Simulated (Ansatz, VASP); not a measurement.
## Two plane-wave programs on CaO

```xyz
2
Lattice="2.9411 0.0000 0.0000 0.0000 2.9411 0.0000 0.0000 0.0000 2.9411" Properties=species:S:1:pos:R:3 pbc="T T T"
Ca    0.0000    0.0000    0.0000
O     1.4706    1.4706    1.4706
```

Alike in both runs: task single point; functional r2SCAN; k mesh 8 × 8 × 8; occupations gaussian, width 0.05 eV; no spin polarisation.

|  | VASP | Ansatz |
| --- | --- | --- |
| version | VASP 6.6.1 | Ansatz 0.2.0 |
| potentials or method | VASP PAW PBE potentials, release 64 (Ca_sv, O), cutoff 520 eV | scalar-relativistic, plane waves, PAW |
| valence electrons in the cell | 16 | 16 |

```csv
,VASP,Ansatz,Ansatz less VASP
gap on the k mesh at the Fermi level (eV),3.28,3.28,-0.003
least direct gap on the mesh (eV),3.59,3.59,0.000
pressure (GPa),-3.5,-4.4,-0.91
```

VASP's potentials were made for PBE, not for r2SCAN.
